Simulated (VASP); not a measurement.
# PbS (I4/mmm) in VASP: notebook, part 2 of 3

VASP 6.6.1. The steps go on from the part before.

## Step 3: Single point, r2SCAN (strain +0.025 along x and y, -0.050 along z)

POSCAR reads:

```
PbS
1.0
    0.0000000000      3.0391250000      2.8167500000
    3.0391250000      0.0000000000      2.8167500000
    3.0391250000      3.0391250000      0.0000000000
Pb S
1 1
Direct
    0.0000000000      0.0000000000      0.0000000000
    0.5000000000      0.5000000000      0.5000000000
```

INCAR.step1 reads:

```
SYSTEM = PbS
PREC = Accurate ; ENCUT = 550
ISMEAR = 0 ; SIGMA = 0.05
LREAL = .FALSE. ; LASPH = .TRUE.
NELM = 120 ; NBANDS = 17
GGA = PE ; ALGO = Normal
EDIFF = 1E-5 ; LWAVE = .TRUE.
LCHARG = .FALSE. ; GGA_COMPAT = .FALSE.
```

INCAR.step2 reads:

```
SYSTEM = PbS
PREC = Accurate ; ENCUT = 550
EDIFF = 1E-6 ; ISMEAR = 0
SIGMA = 0.05 ; LREAL = .FALSE.
LASPH = .TRUE. ; NELM = 120
ALGO = Normal ; ISIF = 2
LWAVE = .FALSE. ; LCHARG = .FALSE.
METAGGA = R2SCAN ; LMIXTAU = .TRUE.
NBANDS = 17 ; ISTART = 1
GGA_COMPAT = .FALSE.
```

KPOINTS reads:

```
regular mesh
0
G
  8 8 8
  0 0 0
```

Potentials or basis: VASP PAW PBE potentials, release 64 (Pb_d, S).

Run with:

```
$ cat potpaw_PBE.64/Pb_d/POTCAR potpaw_PBE.64/S/POTCAR > POTCAR
$ cp INCAR.step1 INCAR
$ mpirun -np 1 vasp_std > vasp.out
$ cp INCAR.step2 INCAR
$ mpirun -np 1 vasp_std > vasp.out
```

OUTCAR:

```text
SYSTEM = PbS
   PREC = Accurate
   ENCUT = 550
   EDIFF = 1E-6
   ISMEAR = 0
   LREAL = .FALSE.
   LASPH = .TRUE.
   NELM = 120
   ISIF = 2
   METAGGA = R2SCAN
   ISTART = 1

 ion  position               nearest neighbor table
   1  0.000  0.000  0.000-   2 2.82   2 2.82   2 3.04   2 3.04   2 3.04   2 3.04
   2  0.500  0.500  0.500-   1 2.82   1 2.82   1 3.04   1 3.04   1 3.04   1 3.04

  LATTYP: Found a body centered tetragonal cell.
 ALAT       =     4.2979717927
 C/A-ratio  =     1.3107345212

  Lattice vectors:

 A1 = (   0.0000000000,  -3.0391250000,  -2.8167500000)
 A2 = (   0.0000000000,   3.0391250000,  -2.8167500000)
 A3 = (   3.0391250000,   0.0000000000,   2.8167500000)

Analysis of symmetry for initial positions (statically):
=====================================================================
 Subroutine PRICEL returns:
 Original cell was already a primitive cell.

 Routine SETGRP: Setting up the symmetry group for a
 body centered tetragonal supercell.

 Subroutine GETGRP returns: Found 16 space group operations
 (whereof 16 operations were pure point group operations)
 out of a pool of 16 trial point group operations.

The static configuration has the point symmetry D_4h.

Analysis of symmetry for dynamics (positions and initial velocities):
=====================================================================
 Subroutine PRICEL returns:
 Original cell was already a primitive cell.

 Routine SETGRP: Setting up the symmetry group for a
 body centered tetragonal supercell.

 Subroutine GETGRP returns: Found 16 space group operations
 (whereof 16 operations were pure point group operations)
 out of a pool of 16 trial point group operations.

The dynamic configuration has the point symmetry D_4h.

 Subroutine INISYM returns: Found 16 space group operations
 (whereof 16 operations are pure point group operations),
[... 112 lines left out ...]
   EFERMI_NEDOS =   21; number of points for ismear=-14 and -15
   IALGO  =     38    algorithm
   IMIX   =      4    mixing-type and parameters
     AMIX     =   0.40;   BMIX     =  1.00
     AMIX_MAG =   1.60;   BMIX_MAG =  1.00
  volume/ion in A,a.u.               =      26.02       175.57
  Fermi-wavevector in a.u.,A,eV,Ry     =   1.190309  2.249358 19.277215  1.416835
  Thomas-Fermi vector in A             =   2.326397
   LORBIT       =      0    0 simple, 1 ext, 2 COOP (PROOUT), +10 PAW based schemes
   METAGGA = R2SCAN    functional components
   LHFCALC =     F    Hartree Fock is set to
   AEXX    =    0.0000 exact exchange contribution
   IVDW    =     0    specifies the selected vdW correction
   LEPSILON=     F    determine dielectric tensor
   LRPA    =     F    only Hartree local field effects (RPA)
 non-spin polarized calculation
 Gauss-broadening in eV      SIGMA  =   0.05
  energy-cutoff  :      550.00
  volume of cell :       52.03
 maximum number of plane-waves:      1570
   NGX = 15   NGY = 15   NGZ = 17

 number of electron      19.9999999 magnetization

 Free energy of the ion-electron system (eV)
  ---------------------------------------------------
  ext. energy  EPLUGINS =         0.00000000
  ---------------------------------------------------
  free energy    TOTEN  =       -65.51242314 eV

  energy without entropy =      -65.51242314  energy(sigma->0) =      -65.51242314

 E-fermi :   6.0924     XC(G=0): -10.2591

 val. band max:        5.8899596570   @ k =   0.5000  -0.0000   0.0000
 cond. band min:       6.3182796493   @ k =   0.5000  -0.0000   0.0000
 fundamental gap:      0.4283199923
 Fermi energy:         6.0924164430

 k-point     1 :       0.0000    0.0000    0.0000
  band No.  band energies     occupation
      1     -11.7267      2.00000
      2     -11.7239      2.00000
      3     -11.7043      2.00000
      4     -11.7043      2.00000
      5     -11.6908      2.00000
      6      -8.5197      2.00000
[... 457 lines left out ...]
      4     -11.6891      2.00000
      5     -11.6616      2.00000
      6      -7.6000      2.00000
[... 9 lines left out ...]
     16      15.8887      0.00000
     17      17.6750      0.00000

 [... further k-points ...]

------------------------ aborting loop because EDIFF is reached ----------------------------------------

  FORCE on cell =-STRESS in cart. coord.  units (eV):
  Direction    XX          YY          ZZ          XY          YZ          ZX
  --------------------------------------------------------------------------------------
  -------------------------------------------------------------------------------------
  Total       -0.4799305     -0.4799305      3.3974544      0.0000000     -0.0000000     -0.0000000
  in kB      -14.7779281    -14.7779281    104.6137565      0.0000000     -0.0000000     -0.0000000
  external PRESSURE =      25.0193001 kB  Pullay stress =       0.0000000 kB

 VOLUME and BASIS-vectors are now :
 -----------------------------------------------------------------------------
  energy-cutoff  :      550.00
  volume of cell :       52.03
      direct lattice vectors                 reciprocal lattice vectors
     0.000000000  3.039125000  2.816750000    -0.164521038  0.164521038  0.177509541
     3.039125000  0.000000000  2.816750000     0.164521038 -0.164521038  0.177509541
     3.039125000  3.039125000  0.000000000     0.164521038  0.164521038 -0.177509541

 POSITION                                       TOTAL-FORCE (eV/Angst)
 -----------------------------------------------------------------------------------
      0.00000      0.00000      0.00000        -0.000000      0.000000      0.000000
      3.03912      3.03912      2.81675         0.000000     -0.000000      0.000000
 -----------------------------------------------------------------------------------
    total drift:                                0.000000     -0.000000     -0.000000

  FREE ENERGIE OF THE ION-ELECTRON SYSTEM (eV)
  ---------------------------------------------------
  free  energy   TOTEN  =       -65.5124231384 eV

  energy  without entropy=      -65.5124231384  energy(sigma->0) =      -65.51242314
```

OUTCAR.step1:

```text
SYSTEM = PbS
   PREC = Accurate
   ENCUT = 550
   ISMEAR = 0
   LREAL = .FALSE.
   LASPH = .TRUE.
[... 702 lines left out ...]
      0.00000      0.00000      0.00000         0.000000      0.000000      0.000000
      3.03912      3.03912      2.81675        -0.000000     -0.000000      0.000000
 -----------------------------------------------------------------------------------
    total drift:                                0.000000     -0.000000     -0.000000

  FREE ENERGIE OF THE ION-ELECTRON SYSTEM (eV)
  ---------------------------------------------------
  free  energy   TOTEN  =        -8.6630921649 eV

  energy  without entropy=       -8.6630792054  energy(sigma->0) =       -8.66308569
```

It took 3 min on 1 thread of AMD EPYC 9R45 (Zen 5), shared host; peak memory 0.2 GiB.

Results:

| Quantity | Value |
| --- | --- |
| Free energy | -65.5124 eV |
| Pressure | 2.5 GPa |
| Band gap on the k mesh | 0.43 eV |

Stress tensor (GPa, compression positive):
```
-1.48  0.00  0.00
 0.00 -1.48  0.00
 0.00  0.00 10.46
```

Levels at points of the mesh, in eV from the valence-band top:
| k point | band 7 | band 8 | band 9 | band 10 | band 11 | band 12 | band 13 | band 14 |
| --- | --- | --- | --- | --- | --- | --- | --- | --- |
| (0.00, 0.00, 0.00) | -6.19 | -2.97 | -2.29 | -2.29 | 4.84 | 4.84 | 6.76 | 6.86 |
| (0.50, 0.00, 0.00) | -9.32 | -2.17 | -2.05 | 0.00 | 0.43 | 1.79 | 2.36 | 8.99 |
| (0.50, 0.50, 0.00) | -7.72 | -5.68 | -3.90 | -3.90 | 3.77 | 5.68 | 5.68 | 6.50 |
| (0.50, 0.00, 0.50) | -7.34 | -5.53 | -4.15 | -3.34 | 4.13 | 5.25 | 5.58 | 7.05 |

Caveat: the cell differs from its parent crystal (strain +0.025 along x and y, -0.050 along z); the stress differs along the axes, from -1 to 10 GPa; the PAW data sets were made with another functional, which shifts forces and pressure a little; spin-orbit coupling is left out, which moves the levels of the heavy elements. A k mesh can miss the band edges.

## Step 4: Single point, r2SCAN (strain +0.025 along x and y, -0.025 along z)

POSCAR reads:

```
PbS
1.0
    0.0000000000      3.0391250000      2.8908750000
    3.0391250000      0.0000000000      2.8908750000
    3.0391250000      3.0391250000      0.0000000000
Pb S
1 1
Direct
    0.0000000000      0.0000000000      0.0000000000
    0.5000000000      0.5000000000      0.5000000000
```

INCAR.step1 reads:

```
  PREC = Accurate
  ENCUT = 550
  ISMEAR = 0
  SIGMA = 0.05
  LREAL = F
  LASPH = T
  NELM = 120
  NBANDS = 17
  GGA = PE
  ALGO = Normal
  EDIFF = 1E-5
  LWAVE = T
  LCHARG = F
  GGA_COMPAT = F
```

INCAR.step2 reads:

```
  PREC = Accurate
  ENCUT = 550
  EDIFF = 1E-6
  ISMEAR = 0
  SIGMA = 0.05
  LREAL = F
  LASPH = T
  NELM = 120
  ALGO = Normal
  ISIF = 2
  LWAVE = F
  LCHARG = T
  METAGGA = R2SCAN
  LMIXTAU = T
  LELF = T
  LVHAR = T
  NBANDS = 17
  ISTART = 1
  GGA_COMPAT = F
```

KPOINTS reads:

```
regular mesh
0
Gamma
  8 8 8
```

Run with:

```
$ cat potpaw_PBE.64/Pb_d/POTCAR potpaw_PBE.64/S/POTCAR > POTCAR
$ cp INCAR.step1 INCAR
$ mpirun -np 1 vasp_std > vasp.out
$ cp INCAR.step2 INCAR
$ mpirun -np 1 vasp_std > vasp.out
```

It took 3 min on 1 thread of AMD EPYC 9R45 (Zen 5), shared host; peak memory 0.2 GiB.

The run converged. Its results:

| Property | Result |
| --- | --- |
| Free energy | -65.5766 eV |
| Pressure | 0.3 GPa |
| Band gap on the k mesh | 0.63 eV |

Stress tensor (GPa, compression positive):
```
-1.91  0.00  0.00
 0.00 -1.91  0.00
 0.00  0.00  4.72
```

Levels at points of the mesh, in eV from the valence-band top:
| k point | band 7 | band 8 | band 9 | band 10 | band 11 | band 12 | band 13 | band 14 |
| --- | --- | --- | --- | --- | --- | --- | --- | --- |
| (0.00, 0.00, 0.00) | -6.16 | -2.54 | -2.11 | -2.11 | 5.08 | 5.08 | 6.28 | 7.08 |
| (0.50, 0.00, 0.00) | -9.02 | -1.91 | -1.83 | 0.00 | 0.63 | 2.05 | 2.39 | 9.08 |
| (0.50, 0.50, 0.00) | -7.51 | -5.29 | -3.56 | -3.56 | 4.07 | 5.78 | 5.78 | 6.30 |
| (0.50, 0.00, 0.50) | -7.26 | -5.19 | -3.73 | -3.20 | 4.30 | 5.51 | 5.69 | 6.66 |

Caveat: the cell differs from its parent crystal (strain +0.025 along x and y, -0.025 along z); the stress differs along the axes, from -2 to 5 GPa; the PAW data sets were made with another functional, which shifts forces and pressure a little; spin-orbit coupling is left out, which moves the levels of the heavy elements.

## Step 5: Single point, r2SCAN (strain +0.050 along x and y, -0.050 along z)

POSCAR reads:

```
PbS
1.0
    0.0000000000      3.1132500000      2.8167500000
    3.1132500000      0.0000000000      2.8167500000
    3.1132500000      3.1132500000      0.0000000000
Pb S
1 1
Direct
    0.0000000000      0.0000000000      0.0000000000
    0.5000000000      0.5000000000      0.5000000000
```

INCAR.step1 reads:

```
PREC = Accurate
ENCUT = 550
ISMEAR = 0
SIGMA = 0.05
LREAL = F
LASPH = T
NELM = 120
NBANDS = 17
GGA = PE
ALGO = Normal
EDIFF = 1E-5
LWAVE = T
LCHARG = F
GGA_COMPAT = F
```

INCAR.step2 reads:

```
PREC = Accurate
ENCUT = 550
EDIFF = 1E-6
ISMEAR = 0
SIGMA = 0.05
LREAL = F
LASPH = T
NELM = 120
ALGO = Normal
ISIF = 2
LWAVE = F
LCHARG = F
METAGGA = R2SCAN
LMIXTAU = T
NBANDS = 17
ISTART = 1
GGA_COMPAT = F
```

KPOINTS is that of step 4.

Potentials or basis: VASP PAW PBE potentials, release 64 (Pb_d, S).

Run with:

```
$ cat potpaw_PBE.64/Pb_d/POTCAR potpaw_PBE.64/S/POTCAR > POTCAR
$ cp INCAR.step1 INCAR
$ mpirun -np 1 vasp_std > vasp.out
$ cp INCAR.step2 INCAR
$ mpirun -np 1 vasp_std > vasp.out
```

OUTCAR:

```text
PREC = Accurate
   ENCUT = 550
   EDIFF = 1E-6
   ISMEAR = 0
   LREAL = F
   LASPH = T
   NELM = 120
   ISIF = 2
   METAGGA = R2SCAN
   ISTART = 1

 ion  position               nearest neighbor table
   1  0.000  0.000  0.000-   2 2.82   2 2.82   2 3.11   2 3.11   2 3.11   2 3.11
   2  0.500  0.500  0.500-   1 2.82   1 2.82   1 3.11   1 3.11   1 3.11   1 3.11

  LATTYP: Found a body centered tetragonal cell.
 ALAT       =     4.4028003731
 C/A-ratio  =     1.2795265564

[... 666 lines left out ...]

 [... further k-points ...]

------------------------ aborting loop because EDIFF is reached ----------------------------------------

  FORCE on cell =-STRESS in cart. coord.  units (eV):
  Direction    XX          YY          ZZ          XY          YZ          ZX
  --------------------------------------------------------------------------------------
  -------------------------------------------------------------------------------------
  Total       -1.4141411     -1.4141411      3.0929661      0.0000000     -0.0000000      0.0000000
  in kB      -41.4951216    -41.4951216     90.7568566      0.0000000     -0.0000000      0.0000000
  external PRESSURE =       2.5888711 kB  Pullay stress =       0.0000000 kB

 VOLUME and BASIS-vectors are now :
 -----------------------------------------------------------------------------
  energy-cutoff  :      550.00
  volume of cell :       54.60
      direct lattice vectors                 reciprocal lattice vectors
     0.000000000  3.113250000  2.816750000    -0.160603871  0.160603871  0.177509541
     3.113250000  0.000000000  2.816750000     0.160603871 -0.160603871  0.177509541
     3.113250000  3.113250000  0.000000000     0.160603871  0.160603871 -0.177509541

 POSITION                                       TOTAL-FORCE (eV/Angst)
 -----------------------------------------------------------------------------------
      0.00000      0.00000      0.00000         0.000000     -0.000000      0.000000
      3.11325      3.11325      2.81675         0.000000      0.000000      0.000000
 -----------------------------------------------------------------------------------
    total drift:                                0.000000     -0.000000     -0.000000

  FREE ENERGIE OF THE ION-ELECTRON SYSTEM (eV)
  ---------------------------------------------------
  free  energy   TOTEN  =       -65.4667831921 eV

  energy  without entropy=      -65.4667831921  energy(sigma->0) =      -65.46678319
```

OSZICAR.step1:

```text
N       E                     dE             d eps       ncg     rms          rms(c)
DAV:   1     0.161360340412E+03    0.16136E+03   -0.98847E+03  2006   0.126E+03
DAV:   2     0.392636675600E+01   -0.15743E+03   -0.15134E+03  2109   0.317E+02
DAV:   3    -0.881848796747E+01   -0.12745E+02   -0.12595E+02  2634   0.939E+01
DAV:   4    -0.916645695160E+01   -0.34797E+00   -0.34744E+00  2583   0.169E+01
DAV:   5    -0.917851940737E+01   -0.12062E-01   -0.12061E-01  2930   0.313E+00    0.462E+00
DAV:   6    -0.863021121737E+01    0.54831E+00   -0.15630E+00  3104   0.831E+00    0.321E+00
DAV:   7    -0.862995885944E+01    0.25236E-03   -0.16351E-01  2383   0.207E+00    0.188E+00
DAV:   8    -0.863340684032E+01   -0.34480E-02   -0.20087E-02  2352   0.148E+00    0.305E-01
DAV:   9    -0.863271290659E+01    0.69393E-03   -0.45184E-03  3187   0.559E-01    0.955E-02
DAV:  10    -0.863293319690E+01   -0.22029E-03   -0.45720E-04  2275   0.124E-01    0.654E-02
DAV:  11    -0.863294552243E+01   -0.12326E-04   -0.69631E-05  2752   0.856E-02    0.175E-02
DAV:  12    -0.863294663699E+01   -0.11146E-05   -0.36836E-06  1733   0.198E-02
   1 F= -.86329466E+01 E0= -.86329464E+01  d E =-.573256E-06
```

Wall time 3 min (1 thread of AMD EPYC 9R45 (Zen 5), shared host); peak memory 0.2 GiB.

Results:

| Property | Result |
| --- | --- |
| Free energy | -65.4668 eV |
| Pressure | 0.3 GPa |
| Band gap on the k mesh | 0.50 eV |

Levels at points of the mesh, in eV from the valence-band top:
```csv
k point,band 8,band 9,band 10,band 11,band 12,band 13
"(0.00, 0.00, 0.00)",-2.90,-2.02,-2.02,4.54,4.54,6.93
"(0.50, 0.00, 0.00)",-2.01,-1.89,0.00,0.50,1.81,2.54
"(0.50, 0.50, 0.00)",-5.34,-3.63,-3.63,3.88,5.39,5.39
"(0.50, 0.00, 0.50)",-5.13,-3.97,-2.93,4.35,4.86,5.29
```

Caveat: the cell differs from its parent crystal (strain +0.050 along x and y, -0.050 along z); the stress differs along the axes, from -4 to 9 GPa; the PAW data sets were made with another functional, which shifts forces and pressure a little; spin-orbit coupling is left out, which moves the levels of the heavy elements. A k mesh can miss the band edges.

[end of part 2 of 3]
